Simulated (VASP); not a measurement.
Runs of VASP 6.6.1 on Al3Cu. The structure is cubic, space group Pm-3m (No. 221). The conventional cell has a = 3.924 Å, b = 3.924 Å, c = 3.924 Å, α = 90.00°, β = 90.00°, γ = 90.00°. Within 3.7 Å of Al (site symmetry 4/mmm) lie 8 Al at 2.77 Å and 4 Cu at 2.77 Å. Within 3.7 Å of Cu (site symmetry m-3m) lie 12 Al at 2.77 Å. 

| k mesh | gap on the mesh (eV) | pressure (GPa) |
| --- | --- | --- |
| 5 × 5 × 5 | none | (b) |
| 3 × 3 × 3 | none | -4.5 |
| 4 × 4 × 4 | none | -5.1 |
| 2 × 2 × 2 | none | -4.8 |
| 6 × 6 × 6 | none | (a) |
| 7 × 7 × 7 | none | -4.7 |

Alike in all rows: task single point; level PBEsol+D4; potentials or basis VASP PAW PBE potentials, release 64 (Al, Cu); no spin polarisation; cell as given; cutoff (eV) 520; smearing methfessel-paxton 0.15 eV.

Q: Estimate the missing entries.

A: (a) -4.6; (b) -4.9.

Caveats: some runs use coarse meshes; the PAW data sets were made with another functional, which shifts forces and pressure a little; pairwise dispersion overbinds metals, which lowers pressure and volume.

A gap of «none» marks levels without a gap at the run's occupations.
